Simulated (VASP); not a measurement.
Runs of VASP 6.6.1 on Pd. The structure is that of space group Fm-3m (No. 225), or close to it. The cells are those of the table. 

```tsv
task	level	cell	cutoff (eV)	gap on the mesh (eV)	pressure (GPa)	relaxed volume (Å³/atom)
single point	PBE+D3(BJ)	a = 2.752 Å, angles 60.0°, 1 atom	520	none	-0.3	-
single point	PBE	a = 2.789 Å, angles 60.0°, 1 atom	520	none	-0.3	-
relaxation of cell and atoms	r2SCAN+rVV10	relaxed from a = 2.753 Å, angles 60.0°, 1 atom	600	none	0.0	(a)
relaxation of cell and atoms	PBE+D3(BJ)	relaxed from a = 2.753 Å, angles 60.0°, 1 atom	600	none	0.0	14.70
relaxation of cell and atoms	PBE	relaxed from a = 2.753 Å, angles 60.0°, 1 atom	600	none	-0.1	15.32
```

Alike in all rows: potentials or basis VASP PAW PBE potentials, release 64 (Pd); no spin polarisation; k mesh 15 × 15 × 15; smearing fermi-dirac 0.1 eV.

Problem. Estimate the missing entries.

Solution. (a) 14.81.

Caveats: pairwise dispersion overbinds metals, which lowers pressure and volume (some runs); the PAW data sets were made with another functional, which shifts forces and pressure a little (some runs).

A k mesh can miss the band edges, and the runs leave out spin-orbit coupling on Pd.

A gap of «none» marks levels without a gap at the run's occupations.
